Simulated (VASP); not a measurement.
Here is a VASP 6.6.1 calculation.

The input INCAR:

```
SYSTEM = AgBr
ALGO = Normal
EDIFF = 1E-8
ENCUT = 400
GGA = PE
GGA_COMPAT = .False.
ISIF = 2
ISMEAR = -1
LASPH = .True.
LCHARG = .False.
LEFG = .True.
LREAL = .False.
LWAVE = .False.
NBANDS = 16
NELM = 120
PREC = Accurate
SIGMA = 0.02
```

Contents of KPOINTS:

```
k-points
0
Gamma
  7 7 7
  0 0 0
```

The input POSCAR:

```
AgBr
1.0
    0.0000000000      2.8371244466      2.8371244466
    2.8371244466      0.0000000000      2.8371244466
    2.8371244466      2.8371244466      0.0000000000
Ag Br
1 1
Direct
    0.5000000000      0.5000000000      0.5000000000
    0.0000000000      0.0000000000      0.0000000000
```

Potentials or basis: VASP PAW PBE potentials, release 64 (Ag, Br).

Command:

```console
$ cat potpaw_PBE.64/Ag/POTCAR potpaw_PBE.64/Br/POTCAR > POTCAR
$ mpirun -np 1 vasp_std > vasp.out
```

Q: Estimate the band gap on the k mesh.

A: 0.75 eV, indirect (least direct gap 2.73 eV).

Q: Predict the pressure.

A: 4.0 GPa.

Caveat: without QUAD_EFG the Cq values of the log hold for a quadrupole moment of 1 mb, not for the nuclei. A k mesh can miss the band edges.
